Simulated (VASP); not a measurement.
Set up this calculation in VASP 6.6.1, as the native input.

* Task: electric field gradients
* Functional: LDA
* Potentials or basis: VASP PAW LDA potentials, release 64 (Li_sv, Pt)
* Cutoff: 520 eV
* k mesh: 9 × 9 × 12
* Occupations: fermi-dirac, width 0.03 eV
* Spin: no spin polarisation
* Dipole correction: no
* Further INCAR settings: ALGO = Normal; EDIFF = 1e-08; NBANDS = 15

The structure of Li2Pt lies in POSCAR:

```
Li2Pt
1.0
    4.1859989866      0.0000000000      0.0000000000
   -2.0929994933      3.6251814627      0.0000000000
    0.0000000000      0.0000000000      2.7142200000
Li Pt
2 1
Direct
    0.3333333333      0.6666666667      0.5000000000
    0.6666666667      0.3333333333      0.5000000000
    0.0000000000      0.0000000000      0.0000000000
```

This cell differs from its parent crystal: zz strain of +2 %.

One way to write it, as run:

INCAR

```
ALGO = Normal
EDIFF = 1E-8
ENCUT = 520
ISIF = 2
ISMEAR = -1
LASPH = True
LCHARG = False
LEFG = True
LREAL = False
LWAVE = False
NBANDS = 15
NELM = 60
PREC = Accurate
SIGMA = 0.03
```

KPOINTS

```
k-points
0
Gamma
  9 9 12
```

Potentials or basis: VASP PAW LDA potentials, release 64 (Li_sv, Pt).

The run is started by

```sh
$ cat potpaw_LDA.64/Li_sv/POTCAR potpaw_LDA.64/Pt/POTCAR > POTCAR
$ mpirun -np 1 vasp_std > vasp.out
```

Results of the run:

| Item | Value |
| --- | --- |
| Band gap on the k mesh | zero (band 8 reaches 5.94 eV, above the bottom of band 9 at 4.10 eV) |

Caveat: the cell differs from its parent crystal (zz strain of +2 %); without QUAD_EFG the Cq values of the log hold for a quadrupole moment of 1 mb, not for the nuclei; spin-orbit coupling is left out, which moves the levels of the heavy elements.

It took 26 s on 1 thread of Intel(R) Xeon(R) Platinum 8375C CPU @ 2.90GHz (Ice Lake), with other jobs on the host, peak memory 0.17 GiB.
